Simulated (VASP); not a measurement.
Set up this calculation in VASP 6.6.1, as the native input.

```yaml
Task: single point
Functional: r2SCAN-based global hybrid
Potentials_or_basis: VASP PAW PBE potentials, release 64 (Pb_d, Se)
Cutoff: 520 eV
k_mesh: 4 × 4 × 4
Occupations: fermi-dirac, width 0.05 eV
Spin: no spin polarisation
Dipole_correction: no
Grid_for_exact_exchange_PRECFOCK: Normal
Share_of_exact_exchange: 0.35
Further_INCAR_settings: ALGO = Normal; EDIFF = 1e-07; NBANDS = 17
```

The system is PbSe (Clausthalite).

```
Pb Se
1.0
     0.00000    3.06065    3.06065
     3.06065    0.00000    3.06065
     3.06065    3.06065    0.00000
Pb Se
1 1
Direct
  0.00000 0.00000 0.00000
  0.50000 0.50000 0.50000
```

The input as run:

POSCAR

```
PbSe
1.0
    0.0000000000      3.0606500000      3.0606500000
    3.0606500000      0.0000000000      3.0606500000
    3.0606500000      3.0606500000      0.0000000000
Pb Se
1 1
Direct
    0.0000000000      0.0000000000      0.0000000000
    0.5000000000      0.5000000000      0.5000000000
```

INCAR.step1

```
  PREC = Accurate
  ENCUT = 520
  EDIFF = 1E-5
  ISMEAR = -1
  SIGMA = 0.05
  LREAL = False
  LASPH = True
  NELM = 80
  ALGO = Normal
  ISIF = 2
  LWAVE = True
  LCHARG = False
  GGA = PE
  NBANDS = 17
```

INCAR.step2

```
  PREC = Accurate
  ENCUT = 520
  EDIFF = 1E-7
  ISMEAR = -1
  SIGMA = 0.05
  LREAL = False
  LASPH = True
  NELM = 80
  ALGO = Normal
  ISIF = 2
  LWAVE = False
  LCHARG = False
  METAGGA = R2SCAN
  LHFCALC = True
  AEXX = 0.35
  LMIXTAU = True
  PRECFOCK = Normal
  ISTART = 1
  NBANDS = 17
```

KPOINTS

```
Automatic mesh
0
Gamma
  4 4 4
```

Potentials or basis: VASP PAW PBE potentials, release 64 (Pb_d, Se).

The run is started by

```console
$ cat potpaw_PBE.64/Pb_d/POTCAR potpaw_PBE.64/Se/POTCAR > POTCAR
$ cp INCAR.step1 INCAR
$ mpirun -np 1 vasp_std > vasp.out
$ cp INCAR.step2 INCAR
$ mpirun -np 1 vasp_std > vasp.out
```

Results of the run:

```json
{
  "Pressure": "0.6 GPa",
  "Band gap on the k mesh": "1.99 eV, direct"
}
```

Caveat: the k points lie up to 0.44 Å⁻¹ apart; the PAW data sets were made with another functional, which shifts forces and pressure a little; spin-orbit coupling is left out, which moves the levels of the heavy elements.

Wall time 14 min on 1 thread of Intel(R) Xeon(R) Platinum 8488C (Sapphire Rapids) (shared host), peak memory 0.21 GiB.
